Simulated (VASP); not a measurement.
# Na4F (Im-3m) in VASP: a series of runs, part 2 of 2

VASP 6.6.1.

## Step 5: Single point, PBE, collinear spin

File INCAR:

```
ALGO = Normal
EDIFF = 1E-7
ENCUT = 520
GGA = PE
ISIF = 2
ISMEAR = 0
ISPIN = 2
LASPH = T
LCHARG = F
LORBIT = 11
LREAL = F
LWAVE = F
MAGMOM = 0 0 0 0 1
NBANDS = 30
NELM = 150
PREC = Accurate
SIGMA = 0.1
```

File KPOINTS:

```
k-points
0
Gamma
  4 4 4
```

File POSCAR:

```
Na4F
1.0
   -2.8385054200      2.8385054200      2.8385054200
    2.8385054200     -2.8385054200      2.8385054200
    2.8385054200      2.8385054200     -2.8385054200
Na F
4 1
Direct
    0.5000000000      0.5000000000      0.5000000000
    0.0000000000      0.0000000000      0.5000000000
    0.0000000000      0.5000000000      0.0000000000
    0.5000000000      0.0000000000      0.0000000000
    0.0000000000      0.0000000000      0.0000000000
```

Potentials or basis: VASP PAW PBE potentials, release 64 (Na_pv, F).

Command:

```bash
> cat potpaw_PBE.64/Na_pv/POTCAR potpaw_PBE.64/F/POTCAR > POTCAR
> mpirun -np 1 vasp_std > vasp.out
```

OUTCAR:

```text
EDIFF = 1E-7
   ENCUT = 520
   GGA = PE
   ISIF = 2
   ISMEAR = 0
   ISPIN = 2
   LASPH = T
   LORBIT = 11
   LREAL = F
   NELM = 150
   PREC = Accurate

 ion  position               nearest neighbor table
   1  0.500  0.500  0.500-
   2  0.000  0.000  0.500-
   3  0.000  0.500  0.000-
   4  0.500  0.000  0.000-
   5  0.000  0.000  0.000-

  LATTYP: Found a body centered cubic cell.
[... 727 lines left out ...]
      direct lattice vectors                 reciprocal lattice vectors
    -2.838505420  2.838505420  2.838505420     0.000000000  0.176149038  0.176149038
     2.838505420 -2.838505420  2.838505420     0.176149038  0.000000000  0.176149038
     2.838505420  2.838505420 -2.838505420     0.176149038  0.176149038  0.000000000

 POSITION                                       TOTAL-FORCE (eV/Angst)
 -----------------------------------------------------------------------------------
      1.41925      1.41925      1.41925         0.000000      0.000000     -0.000000
      1.41925      1.41925     -1.41925        -0.000000      0.000000     -0.000000
      1.41925     -1.41925      1.41925         0.000000      0.000000      0.000000
     -1.41925      1.41925      1.41925        -0.000000     -0.000000      0.000000
      0.00000      0.00000      0.00000        -0.000000      0.000000     -0.000000
 -----------------------------------------------------------------------------------
    total drift:                                0.000000     -0.000000      0.000000

  FREE ENERGIE OF THE ION-ELECTRON SYSTEM (eV)
  ---------------------------------------------------
  free  energy   TOTEN  =       -10.3562121838 eV

  energy  without entropy=      -10.3459373282  energy(sigma->0) =      -10.35107476

 total charge

# of ion       s       p       d       tot
------------------------------------------
    1        0.115   5.990   0.000   6.105
    2        0.115   5.990   0.000   6.105
    3        0.115   5.990   0.000   6.105
    4        0.115   5.990   0.000   6.105
    5        1.739   4.348   0.000   6.087
--------------------------------------------------
tot          2.198  28.307   0.000  30.505

 magnetization (x)

# of ion       s       p       d       tot
------------------------------------------
    1       -0.004  -0.005   0.000  -0.009
    2       -0.004  -0.005   0.000  -0.009
    3       -0.004  -0.005   0.000  -0.009
    4       -0.004  -0.005   0.000  -0.009
    5        0.000  -0.011   0.000  -0.011
--------------------------------------------------
tot         -0.016  -0.032   0.000  -0.048
```

It took 74 s on 1 thread of Intel Xeon 8259CL, shared host; peak memory 0.28 GiB.

Results:

- Free energy: -10.3562 eV
- Pressure: 8.1 GPa
- Net moment: -0.27 μB per cell
- Valence electrons inside the program's atomic spheres: Na 6.11; F 6.09

Caveat: the k points lie up to 0.39 Å⁻¹ apart.

## Step 6: Single point, PBE, collinear spin

This run uses another cell than the first one, of 25.83 Å³/atom.

File INCAR:

```
ALGO = Normal
EDIFF = 1E-6
ENCUT = 520
GGA = PE
ISIF = 2
ISMEAR = 0
ISPIN = 2
LASPH = True
LCHARG = False
LORBIT = 11
LREAL = False
LWAVE = False
MAGMOM = 0 0 0 0 1
NBANDS = 30
NELM = 150
PREC = Accurate
SIGMA = 0.1
```

KPOINTS is that of step 5.

POSCAR, as its differences from that of step 5:

```diff
@@ -2,5 +2,5 @@
 1.0
-   -2.8385054200      2.8385054200      2.8385054200
-    2.8385054200     -2.8385054200      2.8385054200
-    2.8385054200      2.8385054200     -2.8385054200
+   -3.1841105250      3.1841105250      3.1841105250
+    3.1841105250     -3.1841105250      3.1841105250
+    3.1841105250      3.1841105250     -3.1841105250
 Na F
```

Potentials or basis: VASP PAW PBE potentials, release 64 (Na_pv, F).

Command:

```bash
> cat potpaw_PBE.64/Na_pv/POTCAR potpaw_PBE.64/F/POTCAR > POTCAR
> mpirun -np 1 vasp_std > vasp.out
```

It took 91 s on 1 thread of Intel Xeon 8259CL, shared host; peak memory 0.31 GiB.

The run converged. Its results:

* Free energy: -11.0616 eV
* Pressure: -0.1 GPa
* Net moment: -0.29 μB per cell
* Valence electrons inside the program's atomic spheres: Na 6.06; F 6.04

Levels at points of the mesh, in eV from the Fermi level:
Spin up:
```
           k point  band 13  band 14  band 15  band 16  band 17  band 18  band 19  band 20  band 21  band 22
(0.00, 0.00, 0.00)   -23.25    -4.98    -4.98    -4.98    -2.97     3.41     3.41     3.47     3.47     3.47
(0.50, 0.00, 0.00)   -23.22    -5.16    -5.03    -4.99    -1.01    -0.85     2.16     2.27     3.10     3.65
(0.50, 0.50, 0.50)   -23.20    -5.09    -5.09    -5.09     0.03     0.03     1.24     1.24     1.24     2.35
```
Spin down:
| k point | band 14 | band 15 | band 16 | band 17 | band 18 | band 19 | band 20 | band 21 | band 22 | band 23 |
| --- | --- | --- | --- | --- | --- | --- | --- | --- | --- | --- |
| (0.00, 0.00, 0.00) | -4.99 | -4.99 | -4.99 | -3.11 | 3.20 | 3.20 | 3.29 | 3.29 | 3.29 | 4.89 |
| (0.50, 0.00, 0.00) | -5.18 | -5.04 | -5.00 | -1.18 | -0.99 | 1.97 | 2.13 | 3.00 | 3.59 | 4.97 |
| (0.50, 0.50, 0.50) | -5.11 | -5.11 | -5.11 | -0.17 | -0.17 | 1.13 | 1.13 | 1.13 | 2.27 | 6.99 |

## Step 7: Summary

| task | spin | cell | cutoff (eV) | gap on the mesh (eV) | pressure (GPa) | moment (μB) |
| --- | --- | --- | --- | --- | --- | --- |
| single point | off | a = 4.916 Å, angles 109.5°, 5 atoms | 520 | none | 8.1 | - |
| single point | off | a = 5.515 Å, angles 109.5°, 5 atoms | 520 | none | -0.2 | - |
| relaxation of cell and atoms | off | relaxed from a = 4.916 Å, angles 109.5°, 5 atoms | 600 | none | 0.1 | - |
| single point | collinear | a = 4.916 Å, angles 109.5°, 5 atoms | 520 | none | 8.1 | 0.27 |
| single point | collinear | a = 5.515 Å, angles 109.5°, 5 atoms | 520 | none | -0.1 | 0.29 |

Alike in all rows: level PBE; potentials or basis VASP PAW PBE potentials, release 64 (Na_pv, F); k mesh 4 × 4 × 4; smearing gaussian 0.1 eV.

Caveats: some runs use coarse meshes; an odd number of electrons without spin polarisation forces a metal (at least some runs); a magnetic or distorted state may lie lower (at least some runs); the volume moved by over 15 % at a fixed basis, so the end points are rough (at least some runs).

Absolute energies hang on the potentials; compare differences alone.
